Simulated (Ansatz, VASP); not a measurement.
## One calculation of WSe2, two programs

```
W Se
1.0
     3.32061    0.00000    0.00000
    -1.66030    2.87573    0.00000
     0.00000    0.00000   31.02097
W Se
3 6
Direct
  0.66667 0.33333 0.00000
  0.33333 0.66667 0.75435
  0.33333 0.66667 0.24565
  0.33333 0.66667 0.05410
  0.66667 0.33333 0.80845
  0.66667 0.33333 0.29975
  0.33333 0.66667 0.94590
  0.66667 0.33333 0.70025
  0.66667 0.33333 0.19155
```

Alike in both runs: functional PBE; k mesh 12 × 12 × 1; occupations gaussian, width 0.02 eV; no spin polarisation.

Ansatz relaxed the structure, and its values are those at the end. VASP's run is a single point on that final structure, the one shown.

|  | VASP | Ansatz |
| --- | --- | --- |
| version | VASP 6.6.1 | Ansatz 0.2.0 |
| potentials or method | VASP PAW PBE potentials, release 64 (W_sv, Se), cutoff 520 eV | scalar-relativistic, plane waves, PAW |
| valence electrons in the cell | 78 | 138 |

|  | VASP | Ansatz | Ansatz less VASP |
| --- | --- | --- | --- |
| gap on the k mesh at the Fermi level (eV) | 1.53 | 1.53 | +0.001 |
| least direct gap on the mesh (eV) | 1.53 | 1.53 | +0.003 |
| rms of the force components (eV/Å) | 0.021 | 0.000 | -0.0207 |

With one functional, cell and mesh, what is left measures potentials, basis and numerics. VASP's potentials hold 78 valence electrons a cell and Ansatz's 138, so a difference there can come from the potentials and not from the codes. Ansatz's warnings: xc potential rough in thin density.

Spin-orbit coupling is off throughout.
